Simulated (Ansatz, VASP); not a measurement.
# ZnC: VASP beside Ansatz

```
CELL_PARAMETERS angstrom
2.75898 0.00000 0.00000
0.00000 2.75898 0.00000
0.00000 0.00000 2.75898
ATOMIC_POSITIONS crystal
Zn 0.00000 0.00000 0.00000
C 0.50000 0.50000 0.50000
```

Alike in both runs: functional PBE; k mesh 6 × 6 × 6; occupations gaussian, width 0.1 eV; no spin polarisation.

Ansatz relaxed the structure, and its values are those at the end. VASP's run is a single point on that final structure, the one shown.

|  | VASP | Ansatz |
| --- | --- | --- |
| version | VASP 6.6.1 | Ansatz 0.2.0 |
| potentials or method | VASP PAW PBE potentials, release 64 (Zn, C), cutoff 520 eV | scalar-relativistic, plane waves, PAW |
| valence electrons in the cell | 16 | 16 |

VASP gave:

| Item | Value |
| --- | --- |
| gap on the k mesh at the Fermi level (eV) | none |
| pressure (GPa) | 0.7 |

Which values does Ansatz return?

gap on the k mesh at the Fermi level (eV): none; pressure (GPa): 0.0.

A gap of «none» marks a metal or a gap that the smearing closes.

The k mesh is coarse, so the values compare programs but aren't converged.
